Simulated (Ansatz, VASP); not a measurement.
# Cu in VASP and in Ansatz

```
Cu
1.0
    -1.43750    1.43750    1.38990
     1.43750   -1.43750    1.38990
     1.43750    1.43750   -1.38990
Cu
1
Direct
  0.00000 0.00000 0.00000
```

Alike in both runs: functional r2SCAN; k mesh 8 × 8 × 8; occupations gaussian, width 0.1 eV; no spin polarisation.

Ansatz relaxed the structure, and its values are those at the end. VASP's run is a single point on that final structure, the one shown.

|  | VASP | Ansatz |
| --- | --- | --- |
| version | VASP 6.6.1 | Ansatz 0.2.0 |
| potentials or method | VASP PAW PBE potentials, release 64 (Cu), cutoff 520 eV | scalar-relativistic, plane waves, PAW |
| valence electrons in the cell | 11 | 19 |

```tsv
	VASP	Ansatz	Ansatz less VASP
gap on the k mesh at the Fermi level (eV)	none	none	-
pressure (GPa)	0.7	0.0	-0.71
```

VASP's potentials were made for PBE, not for r2SCAN. A gap of «none» marks a metal or a gap that the smearing closes. The functional is the same, so the differences come from potentials, cutoffs and numerics. VASP's potentials hold 11 valence electrons a cell and Ansatz's 19, so a difference there can come from the potentials and not from the codes.

The k mesh is coarse, so the values compare programs but aren't converged.
